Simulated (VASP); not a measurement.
# C (R3m) in VASP: notebook, part 2 of 2

VASP 6.6.1. The steps go on from the part before.

## 5. Single point, r2SCAN (atom 1 (C) moved -0.160 Å towards its neighbour atom 5 (C) at 1.542 Å)

The input, POSCAR:

```
C
1.0
    3.5602834153      0.0000000000      0.0000000000
    0.0000000000     -3.5602834153      0.0000000000
    0.0000000000      0.0000000000     -3.5602834153
C
8
Direct
    0.4740537389      0.0259462611      0.0259462611
    0.0000000000      0.5000000000      0.0000000000
    0.0000000000      0.0000000000      0.5000000000
    0.5000000000      0.5000000000      0.5000000000
    0.7500000000      0.7500000000      0.7500000000
    0.2500000000      0.2500000000      0.7500000000
    0.2500000000      0.7500000000      0.2500000000
    0.7500000000      0.2500000000      0.2500000000
```

The input, INCAR.step1:

```
SYSTEM = C
PREC = Accurate ; ENCUT = 520
ISMEAR = 0 ; SIGMA = 0.05
LREAL = .False. ; LASPH = .True.
NELM = 80 ; NBANDS = 26
GGA = PE ; ALGO = Normal
EDIFF = 1E-4 ; LWAVE = .True.
LCHARG = .False.
```

The input, INCAR.step2:

```
SYSTEM = C
PREC = Accurate ; ENCUT = 520
EDIFF = 1E-6 ; ISMEAR = 0
SIGMA = 0.05 ; LREAL = .False.
LASPH = .True. ; NELM = 80
ALGO = Normal ; ISIF = 2
LWAVE = .False. ; LCHARG = .False.
METAGGA = R2SCAN ; LMIXTAU = .True.
NBANDS = 26 ; ISTART = 1
```

The input, KPOINTS:

```
regular mesh
0
Gamma
  6 6 6
  0 0 0
```

Started as:

```console
$ cat potpaw_PBE.64/C/POTCAR > POTCAR
$ cp INCAR.step1 INCAR
$ mpirun -np 1 vasp_std > vasp.out
$ cp INCAR.step2 INCAR
$ mpirun -np 1 vasp_std > vasp.out
```

Run time: 1.7 min. Hardware: 1 thread of Intel Xeon Platinum 8259CL at 2.50GHz (Skylake/Cascade Lake), shared host; peak memory 0.16 GiB.

Results (log left out):

```yaml
Free_energy: -78.1065 eV
Pressure: 3.4 GPa
Largest_force: 6.120 eV/Å
Band_gap_on_the_k_mesh: 3.02 eV, direct
```

Forces on the atoms (eV/Å):
```
C    3.533  3.533  3.533
C   -0.668 -0.668  0.571
C   -0.668  0.571 -0.668
C    0.571 -0.668 -0.668
C   -0.768 -0.768 -0.768
C   -0.874 -0.874 -0.252
C   -0.874 -0.252 -0.874
C   -0.252 -0.874 -0.874
```

Stress tensor (GPa, compression positive):
```
3.39 0.41 0.41
0.41 3.39 0.41
0.41 0.41 3.39
```

Levels at points of the mesh, in eV from the valence-band top:
```csv
k point,band 13,band 14,band 15,band 16,band 17,band 18,band 19,band 20
"(0.00, 0.00, 0.00)",-7.06,-1.13,-1.13,0.00,3.02,4.03,4.03,4.20
"(0.50, 0.00, 0.00)",-5.58,-5.30,-5.05,-4.38,3.72,3.81,8.97,9.61
"(0.50, 0.50, 0.00)",-4.62,-4.00,-3.84,-3.39,6.64,7.30,7.52,7.78
"(0.50, 0.50, 0.50)",-3.75,-3.69,-3.69,-2.51,6.17,7.70,7.70,8.07
```

Caveat: the cell differs from its parent crystal (atom 1 (C) moved -0.160 Å towards its neighbour atom 5 (C) at 1.542 Å); the PAW data sets were made with another functional, which shifts forces and pressure a little. A k mesh can miss the band edges.

## 6. Single point, r2SCAN (atom 1 (C) moved +0.160 Å towards its neighbour atom 5 (C) at 1.542 Å)

POSCAR, as its differences from that of step 5:

```diff
@@ -8,3 +8,3 @@
 Direct
-    0.4740537389      0.0259462611      0.0259462611
+    0.5259462611     -0.0259462611     -0.0259462611
     0.0000000000      0.5000000000      0.0000000000
```

The input, INCAR.step1:

```
SYSTEM = C
PREC     = Accurate       ! precision mode
ENCUT    = 910            ! plane-wave cutoff, eV
ISMEAR   = 0              ! smearing method
SIGMA    = 0.05           ! smearing width, eV
LREAL    = .FALSE.        ! projectors in reciprocal space
LASPH    = .TRUE.         ! aspherical terms in the spheres
NELM     = 120            ! most SCF steps
NBANDS   = 26             ! bands
GGA      = PE             ! functional
ALGO     = Normal         ! electronic algorithm
EDIFF    = 1E-5           ! SCF threshold, eV
LWAVE    = .TRUE.         ! write WAVECAR
LCHARG   = .FALSE.        ! write CHGCAR
GGA_COMPAT= .FALSE.
```

The input, INCAR.step2:

```
SYSTEM = C
PREC     = Accurate       ! precision mode
ENCUT    = 910            ! plane-wave cutoff, eV
EDIFF    = 1E-6           ! SCF threshold, eV
ISMEAR   = 0              ! smearing method
SIGMA    = 0.05           ! smearing width, eV
LREAL    = .FALSE.        ! projectors in reciprocal space
LASPH    = .TRUE.         ! aspherical terms in the spheres
NELM     = 120            ! most SCF steps
ALGO     = Normal         ! electronic algorithm
ISIF     = 2              ! what is computed and relaxed
LWAVE    = .FALSE.        ! write WAVECAR
LCHARG   = .FALSE.        ! write CHGCAR
METAGGA  = R2SCAN         ! meta-GGA
LMIXTAU  = .TRUE.       
NBANDS   = 26             ! bands
ISTART   = 1            
GGA_COMPAT= .FALSE.
```

The input, KPOINTS:

```
Automatic mesh
0
G
  6 6 6
  0 0 0
```

Potentials or basis: VASP PAW PBE potentials, release 64 (C_h).

Started as:

```console
$ cat potpaw_PBE.64/C_h/POTCAR > POTCAR
$ cp INCAR.step1 INCAR
$ mpirun -np 1 vasp_std > vasp.out
$ cp INCAR.step2 INCAR
$ mpirun -np 1 vasp_std > vasp.out
```

OUTCAR:

```text
SYSTEM = C
   PREC = Accurate
   ENCUT = 910
   EDIFF = 1E-6
   ISMEAR = 0
   LREAL = .FALSE.
   LASPH = .TRUE.
   NELM = 120
   ISIF = 2
   METAGGA = R2SCAN
   ISTART = 1

 ion  position               nearest neighbor table
   1  0.526  0.974  0.974-   5 1.38
   2  0.000  0.500  0.000-
   3  0.000  0.000  0.500-
   4  0.500  0.500  0.500-
   5  0.750  0.750  0.750-   1 1.38
   6  0.250  0.250  0.750-
   7  0.250  0.750  0.250-
   8  0.750  0.250  0.250-

  LATTYP: Found a simple cubic cell.
 ALAT       =     3.5602834153

  Lattice vectors:

 A1 = (   3.5602834153,   0.0000000000,   0.0000000000)
 A2 = (   0.0000000000,  -3.5602834153,   0.0000000000)
 A3 = (   0.0000000000,   0.0000000000,  -3.5602834153)

Analysis of symmetry for initial positions (statically):
=====================================================================
 Subroutine PRICEL returns:
 Original cell was already a primitive cell.

 Routine SETGRP: Setting up the symmetry group for a
 simple cubic supercell.

 Subroutine GETGRP returns: Found  6 space group operations
 (whereof  2 operations were pure point group operations)
 out of a pool of 48 trial point group operations.

The static configuration has the point symmetry C_1h.
 The point group associated with its full space group is C_3v.

Analysis of symmetry for dynamics (positions and initial velocities):
=====================================================================
 Subroutine PRICEL returns:
 Original cell was already a primitive cell.

 Routine SETGRP: Setting up the symmetry group for a
 simple cubic supercell.

 Subroutine GETGRP returns: Found  6 space group operations
 (whereof  2 operations were pure point group operations)
 out of a pool of 48 trial point group operations.

The dynamic configuration has the point symmetry C_1h.
 The point group associated with its full space group is C_3v.

 Subroutine INISYM returns: Found  6 space group operations
 (whereof  2 operations are pure point group operations),
 and found     1 'primitive' translations

----------------------------------------------------------------------------------------

                                     Primitive cell

  volume of cell :      45.1288

  direct lattice vectors                    reciprocal lattice vectors
     3.560283415  0.000000000  0.000000000     0.280876516  0.000000000  0.000000000
     0.000000000 -3.560283415  0.000000000     0.000000000 -0.280876516  0.000000000
     0.000000000  0.000000000 -3.560283415     0.000000000  0.000000000 -0.280876516

  length of vectors
     3.560283415  3.560283415  3.560283415     0.280876516  0.280876516  0.280876516

  position of ions in fractional coordinates (direct lattice)
     0.525946261  0.974053739  0.974053739
     0.000000000  0.500000000  0.000000000
     0.000000000  0.000000000  0.500000000
     0.500000000  0.500000000  0.500000000
     0.750000000  0.750000000  0.750000000
     0.250000000  0.250000000  0.750000000
     0.250000000  0.750000000  0.250000000
     0.750000000  0.250000000  0.250000000

[... 28 lines left out ...]

  Shift w.r.t. Gamma in fractional coordinates (k-lattice)
     0.000000000  0.000000000  0.000000000

 Subroutine IBZKPT returns following result:
 ===========================================

 Found     32 irreducible k-points:

 Following reciprocal coordinates:
            Coordinates               Weight
  0.000000  0.000000  0.000000      1.000000
  0.166667  0.000000  0.000000      6.000000
  0.333333  0.000000  0.000000      6.000000
  0.500000  0.000000  0.000000      3.000000
  0.166667  0.166667  0.000000      6.000000
  0.000000  0.166667  0.166667      6.000000
[... 16 lines left out ...]
 -0.333333  0.333333  0.166667      6.000000
  0.500000  0.333333  0.166667     12.000000
 [... further k-points ...]
   k-points           NKPTS =     32   k-points in BZ     NKDIM =     32   number of bands    NBANDS=     26
   number of dos      NEDOS =    301   number of ions     NIONS =      8
   total plane-waves  NPLWV =  46656
   dimension x,y,z NGX =    36 NGY =   36 NGZ =   36
   dimension x,y,z NGXF=    72 NGYF=   72 NGZF=   72
   ions per type =               8
   NGX,Y,Z   is equivalent  to a cutoff of  16.81, 16.81, 16.81 a.u.
   NGXF,Y,Z  is equivalent  to a cutoff of  33.62, 33.62, 33.62 a.u.
 SYSTEM =  C
   PREC   = accura    normal or accurate (medium, high low for compatibility)
   ISTART =      1    job   : 0-new  1-cont  2-samecut
   ICHARG =      0    charge: 1-file 2-atom 10-const
   ISPIN  =      1    spin polarized calculation?
   LNONCOLLINEAR =      F non collinear calculations
   LSORBIT =      F    spin-orbit coupling
   LASPH  =      T    aspherical Exc in radial PAW
   ENCUT  =  910.0 eV  66.88 Ry    8.18 a.u.   8.76  8.76  8.76*2*pi/ulx,y,z
   NELM   =    120;   NELMIN=  2; NELMDL=  0     # of ELM steps
   EDIFF  = 0.1E-05   stopping-criterion for ELM
   LREAL  =      F    real-space projection
   EDIFFG = 0.1E-04   stopping-criterion for IOM
   NSW    =      0    number of steps for IOM
   IBRION =     -1    ionic relax: 0-MD 1-quasi-New 2-CG
   NFREE  =      0    steps in history (QN), initial steepest desc. (CG)
   ISIF   =      2    stress and relaxation
   ISYM   =      2    0-nonsym 1-usesym 2-fastsym
   POTIM  = 0.5000    time-step for ionic-motion
   TEBEG  =    0.0;   TEEND  =   0.0 temperature during run
   PSTRESS=    0.0 pullay stress
   NELECT =      32.0000    total number of electrons
   NUPDOWN=      -1.0000    fix difference up-down
   EMIN   =  10.00;   EMAX   =-10.00  energy-range for DOS
   EFERMI =   0.00;   METHOD = LEGACY
   ISMEAR =     0;   SIGMA  =   0.05  broadening in eV -4-tet -1-fermi 0-gaus
   EFERMI_NEDOS =   21; number of points for ismear=-14 and -15
   IALGO  =     38    algorithm
   IMIX   =      4    mixing-type and parameters
     AMIX     =   0.40;   BMIX     =  1.00
     AMIX_MAG =   1.60;   BMIX_MAG =  1.00
  volume/ion in A,a.u.               =       5.64        38.07
  Fermi-wavevector in a.u.,A,eV,Ry     =   1.459846  2.758708 28.996044  2.131149
  Thomas-Fermi vector in A             =   2.576365
   LORBIT       =      0    0 simple, 1 ext, 2 COOP (PROOUT), +10 PAW based schemes
   METAGGA = R2SCAN    functional components
   LHFCALC =     F    Hartree Fock is set to
   AEXX    =    0.0000 exact exchange contribution
   IVDW    =     0    specifies the selected vdW correction
   LEPSILON=     F    determine dielectric tensor
   LRPA    =     F    only Hartree local field effects (RPA)
 non-spin polarized calculation
 Gauss-broadening in eV      SIGMA  =   0.05
  energy-cutoff  :      910.00
  volume of cell :       45.13
 maximum number of plane-waves:      2832
   NGX = 17   NGY = 17   NGZ = 17

 number of electron      31.9999999 magnetization

 Free energy of the ion-electron system (eV)
  ---------------------------------------------------
  ext. energy  EPLUGINS =         0.00000000
  ---------------------------------------------------
  free energy    TOTEN  =       -78.20073940 eV

  energy without entropy =      -78.20073940  energy(sigma->0) =      -78.20073940

 E-fermi :  11.6966     XC(G=0): -14.2993

 val. band max:       11.3851209108   @ k =   0.0000   0.0000   0.0000
 cond. band min:      15.2024672308   @ k =   0.1667   0.0000   0.0000
 fundamental gap:      3.8173463200
 Fermi energy:        11.6966192917

 k-point     1 :       0.0000    0.0000    0.0000
  band No.  band energies     occupation
      1     -11.7968      2.00000
      2      -3.5314      2.00000
      3      -2.7034      2.00000
      4      -2.7034      2.00000
      5      -2.3897      2.00000
      6      -2.3897      2.00000
[... 685 lines left out ...]
     25      22.3325      0.00000
     26      22.4205      0.00000

 [... further k-points ...]
[... 5 lines left out ...]
  --------------------------------------------------------------------------------------
  -------------------------------------------------------------------------------------
  Total        0.7063754      0.7063754      0.7063754      0.7812153      0.7812153      0.7812153
  in kB       25.0779744     25.0779744     25.0779744     27.7349638     27.7349638     27.7349638
  external PRESSURE =      25.0779744 kB  Pullay stress =       0.0000000 kB

 VOLUME and BASIS-vectors are now :
 -----------------------------------------------------------------------------
  energy-cutoff  :      910.00
  volume of cell :       45.13
      direct lattice vectors                 reciprocal lattice vectors
     3.560283415  0.000000000  0.000000000     0.280876516  0.000000000  0.000000000
     0.000000000 -3.560283415  0.000000000     0.000000000 -0.280876516  0.000000000
     0.000000000  0.000000000 -3.560283415     0.000000000  0.000000000 -0.280876516

 POSITION                                       TOTAL-FORCE (eV/Angst)
 -----------------------------------------------------------------------------------
      1.87252     -3.46791     -3.46791        -5.253377     -5.253377     -5.253377
      0.00000     -1.78014      0.00000         0.616456      0.616456     -0.589642
      0.00000      0.00000     -1.78014         0.616456     -0.589642      0.616456
      1.78014     -1.78014     -1.78014        -0.589642      0.616456      0.616456
      2.67021     -2.67021     -2.67021         2.480950      2.480950      2.480950
      0.89007     -0.89007     -2.67021         0.828689      0.828689      0.471779
      0.89007     -2.67021     -0.89007         0.828689      0.471779      0.828689
      2.67021     -0.89007     -0.89007         0.471779      0.828689      0.828689
 -----------------------------------------------------------------------------------
    total drift:                               -0.000117     -0.000117     -0.000117

  FREE ENERGIE OF THE ION-ELECTRON SYSTEM (eV)
  ---------------------------------------------------
  free  energy   TOTEN  =       -78.2007394043 eV

  energy  without entropy=      -78.2007394043  energy(sigma->0) =      -78.20073940
```

It took 1.8 min on 1 thread of Intel Xeon 6975P-C (Granite Rapids), shared host; peak memory 0.23 GiB.

Results:

```
Free energy            : -78.2007 eV
Pressure               : 2.5 GPa
Largest force          : 9.099 eV/Å
Band gap on the k mesh : 3.82 eV, indirect (least direct gap 3.90 eV)
```

Forces in eV/Å, atoms in the order of the input:
```
C   -5.253 -5.253 -5.253
C    0.616  0.616 -0.590
C    0.616 -0.590  0.616
C   -0.590  0.616  0.616
C    2.481  2.481  2.481
C    0.829  0.829  0.472
C    0.829  0.472  0.829
C    0.472  0.829  0.829
```

Caveat: the cell differs from its parent crystal (atom 1 (C) moved +0.160 Å towards its neighbour atom 5 (C) at 1.542 Å); the cutoff is under 1.25 times the usual one of these potentials, so pressure, stress and relaxed cells hold a basis-set (Pulay) error; the PAW data sets were made with another functional, which shifts forces and pressure a little.
